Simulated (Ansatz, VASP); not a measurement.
Al2Ru in VASP and in Ansatz

File POSCAR:

```
Al2Ru
1.0
   -3.1218205081      0.0000000000      0.0000000000
    0.0000000000     -3.1218205081      0.0000000000
    0.0000000000      0.0000000000     16.8899668331
Al Ru
8 4
Direct
    0.0000000000      0.0000000000      0.3295470177
    0.5000000000      0.5000000000      0.0795470177
    0.0000000000      0.0000000000      0.8295470177
    0.5000000000      0.5000000000      0.5795470177
    0.5000000000      0.5000000000      0.4204529823
    1.0000000000      1.0000000000      0.1704529823
    0.5000000000      0.5000000000      0.9204529823
    1.0000000000      1.0000000000      0.6704529823
    0.0000000000      0.0000000000      0.5000000000
    0.5000000000      0.5000000000      0.2500000000
    0.0000000000      0.0000000000      0.0000000000
    0.5000000000      0.5000000000      0.7500000000
```

Contents of INCAR.step1:

```
SYSTEM = Al2Ru
PREC = Accurate
ENCUT = 520
ISMEAR = 0
SIGMA = 0.15
LREAL = .False.
LASPH = .True.
NELM = 80
NBANDS = 52
GGA = PE
ALGO = Normal
EDIFF = 1E-4
LWAVE = .True.
LCHARG = .False.
```

Contents of INCAR.step2:

```
SYSTEM = Al2Ru
PREC = Accurate
ENCUT = 520
EDIFF = 1E-7
ISMEAR = 0
SIGMA = 0.15
LREAL = .False.
LASPH = .True.
NELM = 80
ALGO = Normal
ISIF = 2
LWAVE = .False.
LCHARG = .False.
METAGGA = R2SCAN
LMIXTAU = .True.
NBANDS = 52
ISTART = 1
```

KPOINTS

```
Automatic mesh
0
Gamma
  15 15 3
  0 0 0
```

Input for Ansatz:

```yaml
crystal:
  lattice:
    - [-3.1218205081, 0.0, 0.0]
    - [0.0, -3.1218205081, 0.0]
    - [0.0, 0.0, 16.8899668331]
  atoms:
    - { symbol: Al, position: [0.0, 0.0, 0.3295470177] }
    - { symbol: Al, position: [0.5, 0.5, 0.0795470177] }
    - { symbol: Al, position: [0.0, 0.0, 0.8295470177] }
    - { symbol: Al, position: [0.5, 0.5, 0.5795470177] }
    - { symbol: Al, position: [0.5, 0.5, 0.4204529823] }
    - { symbol: Al, position: [1.0, 1.0, 0.1704529823] }
    - { symbol: Al, position: [0.5, 0.5, 0.9204529823] }
    - { symbol: Al, position: [1.0, 1.0, 0.6704529823] }
    - { symbol: Ru, position: [0.0, 0.0, 0.5] }
    - { symbol: Ru, position: [0.5, 0.5, 0.25] }
    - { symbol: Ru, position: [0.0, 0.0, 0.0] }
    - { symbol: Ru, position: [0.5, 0.5, 0.75] }
basis:
  ecutwfc: 500
kpoints:
  mp_grid: { grid: [15, 15, 3] }
hamiltonian:
  xc: r2scan
scf:
  occupations: { method: gaussian, width: 0.15 }
output:
  forces: true
  stress: true
  eigenvalues: true
  write_density: true
  write_potential: true
  elf: true
  volumetric_format: npy
```

Alike in both runs: task single point; functional r2SCAN; k mesh 15 × 15 × 3; occupations gaussian, width 0.15 eV; no spin polarisation.

|  | VASP | Ansatz |
| --- | --- | --- |
| version | VASP 6.6.1 | Ansatz 0.2.0 |
| potentials or method | VASP PAW PBE potentials, release 64 (Al, Ru_pv), cutoff 520 eV | scalar-relativistic, plane waves, PAW |
| valence electrons in the cell | 80 | 88 |

|  | VASP | Ansatz | Ansatz less VASP |
| --- | --- | --- | --- |
| pressure (GPa) | -0.1 | 0.0 | +0.11 |
| traceless stress, the component that is largest in VASP (GPa) | -0.10 | -0.04 | +0.060 |
| rms of the force components (eV/Å) | 0.004 | 0.003 | -0.0013 |

VASP's potentials were made for PBE, not for r2SCAN. Atom by atom the forces differ by 0.007 eV/Å (rms over components). VASP's potentials hold 80 valence electrons a cell and Ansatz's 88, so a difference there can come from the potentials and not from the codes.
